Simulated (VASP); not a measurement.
A run of VASP 6.6.1:

The input POSCAR:

```
YbB2
1.0
    3.2469169364      0.0000000000      0.0000000000
   -1.6234584682      2.8119125509      0.0000000000
    0.0000000000      0.0000000000      3.8662053991
Yb B
1 2
Direct
    0.0000000000      0.0000000000      0.0000000000
    0.3333333333      0.6666666667      0.5000000000
    0.6666666667      0.3333333333      0.5000000000
```

File INCAR.step1:

```
PREC = Accurate
ENCUT = 520
ISMEAR = 0
SIGMA = 0.05
LREAL = False
LASPH = True
NELM = 100
NBANDS = 22
GGA = PE
ALGO = Normal
EDIFF = 1E-4
LWAVE = True
LCHARG = False
```

File INCAR.step2:

```
PREC = Accurate
ENCUT = 520
EDIFF = 1E-6
ISMEAR = 0
SIGMA = 0.05
LREAL = False
LASPH = True
NELM = 100
ALGO = Normal
ISIF = 2
LWAVE = False
LCHARG = True
METAGGA = R2SCAN
LMIXTAU = True
LELF = True
LVHAR = True
NBANDS = 22
ISTART = 1
```

KPOINTS

```
regular mesh
0
Gamma
  14 14 10
```

Potentials or basis: VASP PAW PBE potentials, release 64 (Yb, B).

Launch:

```bash
$ cat potpaw_PBE.64/Yb/POTCAR potpaw_PBE.64/B/POTCAR > POTCAR
$ cp INCAR.step1 INCAR
$ mpirun -np 1 vasp_std > vasp.out
$ cp INCAR.step2 INCAR
$ mpirun -np 1 vasp_std > vasp.out
```

Hardware: 1 thread of Intel Xeon 6975P-C, on a shared host.

Problem. How long does it take, and how much memory?

Solution. Wall time 6.5 min on 1 thread of Intel Xeon 6975P-C (shared host), peak memory 0.26 GiB. Counts: k points 144.
